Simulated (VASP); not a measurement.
# In3As (Im-3m) in VASP: notebook, part 2 of 2

VASP 6.6.1. The steps go on from the part before.

## (3) Single point, PBE

This run uses another cell than the first one, of 29.91 Å³/atom, 1.133 times its volume.

File INCAR:

```
SYSTEM = In3As
PREC = Accurate ; ENCUT = 520
EDIFF = 1E-6 ; ISMEAR = 0
SIGMA = 0.1 ; LREAL = .FALSE.
LASPH = .TRUE. ; NELM = 60
ALGO = Normal ; ISIF = 2
LWAVE = .FALSE. ; LCHARG = .FALSE.
GGA = PE ; NBANDS = 30
```

File KPOINTS:

```
regular mesh
0
G
  4 4 4
  0 0 0
```

File POSCAR:

```
In3As
1.0
   -3.1041675800      3.1041675800      3.1041675800
    3.1041675800     -3.1041675800      3.1041675800
    3.1041675800      3.1041675800     -3.1041675800
In As
3 1
Direct
    0.0000000000      0.5000000000      0.5000000000
    0.5000000000      0.0000000000      0.5000000000
    0.5000000000      0.5000000000      0.0000000000
    0.0000000000      0.0000000000      0.0000000000
```

Potentials or basis: VASP PAW PBE potentials, release 64 (In_d, As).

Run with:

```bash
> cat potpaw_PBE.64/In_d/POTCAR potpaw_PBE.64/As/POTCAR > POTCAR
> mpirun -np 1 vasp_std > vasp.out
```

OUTCAR:

```text
SYSTEM = In3As
   PREC = Accurate
   ENCUT = 520
   EDIFF = 1E-6
   ISMEAR = 0
   LREAL = .FALSE.
   LASPH = .TRUE.
   NELM = 60
   ISIF = 2
   GGA = PE

 ion  position               nearest neighbor table
   1  0.000  0.500  0.500-   2 3.10   3 3.10   4 3.10   4 3.10   3 3.10   2 3.10
   2  0.500  0.000  0.500-   1 3.10   3 3.10   4 3.10   3 3.10   4 3.10   1 3.10
   3  0.500  0.500  0.000-   1 3.10   2 3.10   4 3.10   2 3.10   1 3.10   4 3.10
   4  0.000  0.000  0.000-   1 3.10   2 3.10   3 3.10   1 3.10   2 3.10   3 3.10

  LATTYP: Found a body centered cubic cell.
 ALAT       =     6.2083351600

  Lattice vectors:

 A1 = (  -3.1041675800,   3.1041675800,   3.1041675800)
 A2 = (   3.1041675800,  -3.1041675800,   3.1041675800)
 A3 = (   3.1041675800,   3.1041675800,  -3.1041675800)

Analysis of symmetry for initial positions (statically):
=====================================================================
 Subroutine PRICEL returns:
 Original cell was already a primitive cell.

 Routine SETGRP: Setting up the symmetry group for a
 body centered cubic supercell.

 Subroutine GETGRP returns: Found 48 space group operations
 (whereof 48 operations were pure point group operations)
 out of a pool of 48 trial point group operations.

The static configuration has the point symmetry O_h .

Analysis of symmetry for dynamics (positions and initial velocities):
=====================================================================
 Subroutine PRICEL returns:
 Original cell was already a primitive cell.

 Routine SETGRP: Setting up the symmetry group for a
 body centered cubic supercell.

 Subroutine GETGRP returns: Found 48 space group operations
 (whereof 48 operations were pure point group operations)
 out of a pool of 48 trial point group operations.

The dynamic configuration has the point symmetry O_h .

 Subroutine INISYM returns: Found 48 space group operations
 (whereof 48 operations are pure point group operations),
 and found     1 'primitive' translations

----------------------------------------------------------------------------------------

                                     Primitive cell

  volume of cell :     119.6453

  direct lattice vectors                    reciprocal lattice vectors
    -3.104167580  3.104167580  3.104167580     0.000000000  0.161073778  0.161073778
     3.104167580 -3.104167580  3.104167580     0.161073778  0.000000000  0.161073778
     3.104167580  3.104167580 -3.104167580     0.161073778  0.161073778  0.000000000

  length of vectors
     5.376575964  5.376575964  5.376575964     0.227792722  0.227792722  0.227792722

  position of ions in fractional coordinates (direct lattice)
     0.000000000  0.500000000  0.500000000
     0.500000000  0.000000000  0.500000000
     0.500000000  0.500000000  0.000000000
     0.000000000  0.000000000  0.000000000

  ion indices of the primitive-cell ions
   primitive index   ion index
                 1           1
                 2           2
                 3           3
                 4           4

----------------------------------------------------------------------------------------

 KPOINTS: regular mesh

Automatic generation of k-mesh.
 Grid dimensions read from file:
 generate k-points for:    4    4    4

 Generating k-lattice:

  Cartesian coordinates                     Fractional coordinates (reciprocal lattice)
     0.000000000  0.040268445  0.040268445     0.250000000  0.000000000  0.000000000
     0.040268445  0.000000000  0.040268445     0.000000000  0.250000000  0.000000000
     0.040268445  0.040268445  0.000000000     0.000000000  0.000000000  0.250000000

  Length of vectors
     0.056948180  0.056948180  0.056948180

  Shift w.r.t. Gamma in fractional coordinates (k-lattice)
     0.000000000  0.000000000  0.000000000

 Subroutine IBZKPT returns following result:
 ===========================================

 Found      8 irreducible k-points:

 Following reciprocal coordinates:
            Coordinates               Weight
  0.000000  0.000000  0.000000      1.000000
  0.250000  0.000000  0.000000     12.000000
  0.500000  0.000000  0.000000      6.000000
  0.250000  0.250000  0.000000     24.000000
  0.250000  0.250000  0.250000      2.000000
 -0.250000  0.250000  0.250000      6.000000
  0.500000  0.500000  0.250000     12.000000
  0.500000  0.500000  0.500000      1.000000
   k-points           NKPTS =      8   k-points in BZ     NKDIM =      8   number of bands    NBANDS=     30
   number of dos      NEDOS =    301   number of ions     NIONS =      4
   total plane-waves  NPLWV =  64000
   dimension x,y,z NGX =    40 NGY =   40 NGZ =   40
   dimension x,y,z NGXF=    80 NGYF=   80 NGZF=   80
   ions per type =               3   1
   NGX,Y,Z   is equivalent  to a cutoff of  12.37, 12.37, 12.37 a.u.
   NGXF,Y,Z  is equivalent  to a cutoff of  24.74, 24.74, 24.74 a.u.
 SYSTEM =  In3As
   PREC   = accura    normal or accurate (medium, high low for compatibility)
   ISTART =      0    job   : 0-new  1-cont  2-samecut
   ICHARG =      2    charge: 1-file 2-atom 10-const
   ISPIN  =      1    spin polarized calculation?
   LNONCOLLINEAR =      F non collinear calculations
   LSORBIT =      F    spin-orbit coupling
   LASPH  =      T    aspherical Exc in radial PAW
   ENCUT  =  520.0 eV  38.22 Ry    6.18 a.u.  10.00 10.00 10.00*2*pi/ulx,y,z
   NELM   =     60;   NELMIN=  2; NELMDL= -5     # of ELM steps
   EDIFF  = 0.1E-05   stopping-criterion for ELM
   LREAL  =      F    real-space projection
   EDIFFG = 0.1E-04   stopping-criterion for IOM
   NSW    =      0    number of steps for IOM
   IBRION =     -1    ionic relax: 0-MD 1-quasi-New 2-CG
   NFREE  =      0    steps in history (QN), initial steepest desc. (CG)
   ISIF   =      2    stress and relaxation
   ISYM   =      2    0-nonsym 1-usesym 2-fastsym
   POTIM  = 0.5000    time-step for ionic-motion
   TEBEG  =    0.0;   TEEND  =   0.0 temperature during run
   PSTRESS=    0.0 pullay stress
   NELECT =      44.0000    total number of electrons
   NUPDOWN=      -1.0000    fix difference up-down
   EMIN   =  10.00;   EMAX   =-10.00  energy-range for DOS
   EFERMI =   0.00;   METHOD = LEGACY
   ISMEAR =     0;   SIGMA  =   0.10  broadening in eV -4-tet -1-fermi 0-gaus
   EFERMI_NEDOS =   21; number of points for ismear=-14 and -15
   IALGO  =     38    algorithm
   IMIX   =      4    mixing-type and parameters
     AMIX     =   0.40;   BMIX     =  1.00
     AMIX_MAG =   1.60;   BMIX_MAG =  1.00
  volume/ion in A,a.u.               =      29.91       201.85
  Fermi-wavevector in a.u.,A,eV,Ry     =   1.172899  2.216457 18.717423  1.375692
  Thomas-Fermi vector in A             =   2.309320
   LORBIT       =      0    0 simple, 1 ext, 2 COOP (PROOUT), +10 PAW based schemes
   GGA     = PE    functional components
   LHFCALC =     F    Hartree Fock is set to
   AEXX    =    0.0000 exact exchange contribution
   IVDW    =     0    specifies the selected vdW correction
   LEPSILON=     F    determine dielectric tensor
   LRPA    =     F    only Hartree local field effects (RPA)
 non-spin polarized calculation
 Gauss-broadening in eV      SIGMA  =   0.10
  energy-cutoff  :      520.00
  volume of cell :      119.65
 maximum number of plane-waves:      3300
   NGX = 19   NGY = 19   NGZ = 19

 number of electron      43.9999971 magnetization

 Free energy of the ion-electron system (eV)
  ---------------------------------------------------
  ext. energy  EPLUGINS =         0.00000000
  ---------------------------------------------------
  free energy    TOTEN  =       -11.87078825 eV

  energy without entropy =      -11.84940656  energy(sigma->0) =      -11.86009741

 E-fermi :   5.1201     XC(G=0):  -9.3243

 val. band max:        5.0275748101   @ k =   0.5000   0.5000   0.2500
 cond. band min:       5.1574815114   @ k =   0.5000   0.0000   0.0000
 fundamental gap:      0.1299067013
 Fermi energy:         5.1201175331

 k-point     1 :       0.0000    0.0000    0.0000
  band No.  band energies     occupation
      1      -9.7884      2.00000
      2      -9.7884      2.00000
      3      -9.6182      2.00000
      4      -9.5948      2.00000
      5      -9.5948      2.00000
      6      -9.5948      2.00000
[... 253 lines left out ...]
     29      12.0442      0.00000
     30      12.0442      0.00000

------------------------ aborting loop because EDIFF is reached ----------------------------------------

  FORCE on cell =-STRESS in cart. coord.  units (eV):
  Direction    XX          YY          ZZ          XY          YZ          ZX
  --------------------------------------------------------------------------------------
  -------------------------------------------------------------------------------------
  Total       -2.9261634     -2.9261634     -2.9261634      0.0000000     -0.0000000      0.0000000
  in kB      -39.1844436    -39.1844436    -39.1844436      0.0000000     -0.0000000      0.0000000
  external PRESSURE =     -39.1844436 kB  Pullay stress =       0.0000000 kB

 VOLUME and BASIS-vectors are now :
 -----------------------------------------------------------------------------
  energy-cutoff  :      520.00
  volume of cell :      119.65
      direct lattice vectors                 reciprocal lattice vectors
    -3.104167580  3.104167580  3.104167580     0.000000000  0.161073778  0.161073778
     3.104167580 -3.104167580  3.104167580     0.161073778  0.000000000  0.161073778
     3.104167580  3.104167580 -3.104167580     0.161073778  0.161073778  0.000000000

 POSITION                                       TOTAL-FORCE (eV/Angst)
 -----------------------------------------------------------------------------------
      3.10417      0.00000      0.00000        -0.000000     -0.000000      0.000000
      0.00000      3.10417      0.00000         0.000000      0.000000     -0.000000
      0.00000      0.00000      3.10417        -0.000000     -0.000000     -0.000000
      0.00000      0.00000      0.00000        -0.000000      0.000000     -0.000000
 -----------------------------------------------------------------------------------
    total drift:                               -0.000000     -0.000000      0.000000

  FREE ENERGIE OF THE ION-ELECTRON SYSTEM (eV)
  ---------------------------------------------------
  free  energy   TOTEN  =       -11.8707882526 eV

  energy  without entropy=      -11.8494065620  energy(sigma->0) =      -11.86009741
```

stdout:

```text
POSCAR found type information on POSCAR InAs
 POSCAR found :  2 types and       4 ions
 scaLAPACK will be used
 LDA part: xc-table for (Slater+PW92), standard interpolation
 POSCAR, INCAR and KPOINTS ok, starting setup
 FFT: planning ... GRIDC
 FFT: planning ... GRID_SOFT
 FFT: planning ... GRID
 WAVECAR not read
 entering main loop
```

Run time: 28 s. Hardware: 1 thread of Intel Xeon 6975P-C, shared host; peak memory 0.25 GiB.

Results:

| Quantity | Value |
| --- | --- |
| Free energy | -11.8708 eV |
| Pressure | -3.9 GPa |
| Band gap on the k mesh | zero (band 22 reaches 5.46 eV, above the bottom of band 23 at 4.19 eV) |

Caveat: spin-orbit coupling is left out, which moves the levels of the heavy elements.

## (4) Relaxation of cell and atoms, PBE

This run uses another cell than the first one, of 29.91 Å³/atom, 1.133 times its volume.

File INCAR:

```
SYSTEM = In3As
PREC = Accurate ; ENCUT = 600
EDIFF = 1E-7 ; ISMEAR = 0
SIGMA = 0.1 ; LREAL = .False.
LASPH = .True. ; NELM = 60
ALGO = Normal ; ISIF = 3
LWAVE = .False. ; LCHARG = .False.
GGA = PE ; IBRION = 2
NSW = 90 ; EDIFFG = -0.04
```

File KPOINTS:

```
Automatic mesh
0
Gamma
  4 4 4
  0 0 0
```

POSCAR is that of step 3.

Potentials or basis: VASP PAW PBE potentials, release 64 (In_d, As).

Run with:

```bash
> cat potpaw_PBE.64/In_d/POTCAR potpaw_PBE.64/As/POTCAR > POTCAR
> mpirun -np 1 vasp_std > vasp.out
```

OUTCAR:

```text
SYSTEM = In3As
   PREC = Accurate
   ENCUT = 600
   EDIFF = 1E-7
   ISMEAR = 0
   LREAL = .False.
   LASPH = .True.
   NELM = 60
   ISIF = 3
   GGA = PE
   IBRION = 2
   NSW = 90
   EDIFFG = -0.04

 ion  position               nearest neighbor table
   1  0.000  0.500  0.500-   2 3.10   3 3.10   4 3.10   4 3.10   3 3.10   2 3.10
   2  0.500  0.000  0.500-   1 3.10   3 3.10   4 3.10   3 3.10   4 3.10   1 3.10
   3  0.500  0.500  0.000-   1 3.10   2 3.10   4 3.10   2 3.10   1 3.10   4 3.10
   4  0.000  0.000  0.000-   1 3.10   2 3.10   3 3.10   1 3.10   2 3.10   3 3.10

  LATTYP: Found a body centered cubic cell.
 ALAT       =     6.2083351600

  Lattice vectors:

 A1 = (  -3.1041675800,   3.1041675800,   3.1041675800)
 A2 = (   3.1041675800,  -3.1041675800,   3.1041675800)
[... 172 lines left out ...]
  -------------------------------------------------------------------------------------
  Total       -2.9043695     -2.9043695     -2.9043695      0.0000000      0.0000000     -0.0000000
  in kB      -38.8926007    -38.8926007    -38.8926007      0.0000000      0.0000000     -0.0000000
  external PRESSURE =     -38.8926007 kB  Pullay stress =       0.0000000 kB
[... 63 lines left out ...]
--------------------------------------- Ionic step        3  -------------------------------------------

 number of electron      43.9999999 magnetization

 Free energy of the ion-electron system (eV)
  ---------------------------------------------------
  ext. energy  EPLUGINS =         0.00000000
  ---------------------------------------------------
  free energy    TOTEN  =       -12.05754209 eV

  energy without entropy =      -12.04360181  energy(sigma->0) =      -12.05057195

 E-fermi :   6.3584     XC(G=0):  -9.8584

 val. band max:        6.1129957977   @ k =   0.5000   0.5000   0.2500
 cond. band min:       6.4052262891   @ k =   0.5000   0.0000   0.0000
 fundamental gap:      0.2922304914
 Fermi energy:         6.3583587000

 k-point     1 :       0.0000    0.0000    0.0000
  band No.  band energies     occupation
      1      -8.8050      2.00000
      2      -8.8050      2.00000
      3      -8.6050      2.00000
      4      -8.5590      2.00000
      5      -8.5590      2.00000
      6      -8.5590      2.00000
[... 252 lines left out ...]
  FREE ENERGIE OF THE ION-ELECTRON SYSTEM (eV)
  ---------------------------------------------------
  free  energy   TOTEN  =       -12.0575420859 eV

  energy  without entropy=      -12.0436018070  energy(sigma->0) =      -12.05057195

 reached required accuracy - stopping structural energy minimisation
```

It took 88 s on 1 thread of Intel Xeon 6975P-C, shared host; peak memory 0.34 GiB.

What came out:

* Free energy: -12.0575 eV
* Relaxed volume: 26.56 Å³/atom
* Relaxed cell: a = 5.168 Å, b = 5.168 Å, c = 5.168 Å, α = 109.47°, β = 109.47°, γ = 109.47°
* Space group after relaxing (to 0.05 Å): Im-3m (No. 229)
* Energy gained by relaxing: 46.7 meV/atom
* Ionic steps: 3
* Pressure after relaxing: 0.0 GPa
* Band gap on the k mesh: zero (band 22 reaches 7.05 eV, above the bottom of band 23 at 5.21 eV)

The path:
```
step  energy change (eV)  largest force (eV/Å)  pressure (GPa)  volume (Å³)
   1              0.0000                0.0000           -3.89       119.65
   2             -0.1845                0.0000           -0.54       107.51
   3             -0.1867                0.0000           -0.02       106.23
```

Final structure:
```yaml
crystal:
  lattice:
    - [-2.98354, 2.98354, 2.98354]
    - [2.98354, -2.98354, 2.98354]
    - [2.98354, 2.98354, -2.98354]
  atoms:
    - { symbol: In, position: [0.00000, 0.50000, 0.50000] }
    - { symbol: In, position: [0.50000, 0.00000, 0.50000] }
    - { symbol: In, position: [0.50000, 0.50000, 0.00000] }
    - { symbol: As, position: [0.00000, 0.00000, 0.00000] }
```

Caveat: spin-orbit coupling is left out, which moves the levels of the heavy elements.

## (5) Summary

| task | cell | cutoff (eV) | gap on the mesh (eV) | pressure (GPa) |
| --- | --- | --- | --- | --- |
| single point | a = 5.158 Å, angles 109.5°, 4 atoms | 520 | none | 0.2 |
| single point | a = 5.377 Å, angles 109.5°, 4 atoms | 520 | none | -3.9 |
| relaxation of cell and atoms | relaxed from a = 5.377 Å, angles 109.5°, 4 atoms | 600 | none | 0.0 |

Alike in all rows: level PBE; potentials or basis VASP PAW PBE potentials, release 64 (In_d, As); no spin polarisation; k mesh 4 × 4 × 4; smearing gaussian 0.1 eV.

Caveats: some runs use coarse meshes; spin-orbit coupling is left out, which moves the levels of the heavy elements.

Absolute energies hang on the potentials; compare differences alone.
